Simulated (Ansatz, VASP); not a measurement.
Two plane-wave programs on CsSnI3

```
CELL_PARAMETERS angstrom
5.70924 0.00000 0.00000
0.00000 5.70924 0.00000
0.00000 0.00000 6.70216
ATOMIC_POSITIONS crystal
Cs 0.00000 0.00000 0.00000
Sn 0.50000 0.50000 0.50000
I 0.00000 0.50000 0.50000
I 0.50000 0.00000 0.50000
I 0.50000 0.50000 0.00000
```

Change from the starting cell: strain -0.080 along x and y, +0.080 along z, atoms carried along.

Alike in both runs: task single point; functional PBEsol; k mesh 6 × 6 × 6; occupations gaussian, width 0.03 eV; no spin polarisation.

```csv
,VASP,Ansatz
version,VASP 6.6.1,Ansatz 0.2.0
potentials or method,"VASP PAW PBE potentials, release 64 (Cs_sv, Sn_d, I), cutoff 520 eV","scalar-relativistic, plane waves, PAW"
valence electrons in the cell,44,74
```

VASP gave:

| Property | Result |
| --- | --- |
| gap on the k mesh at the Fermi level (eV) | none |
| pressure (GPa) | 2.3 |
| traceless stress, the component that is largest in VASP (GPa) | -4.31 |

Question: Estimate Ansatz's values.

Answer: gap on the k mesh at the Fermi level (eV): none; pressure (GPa): 2.3; traceless stress, the component that is largest in VASP (GPa): -4.30.

VASP's potentials were made for PBE, not for PBEsol. A gap of «none» marks a metal or a gap that the smearing closes. VASP's potentials hold 44 valence electrons a cell and Ansatz's 74, so a difference there can come from the potentials and not from the codes.

Neither program's run includes spin-orbit coupling.
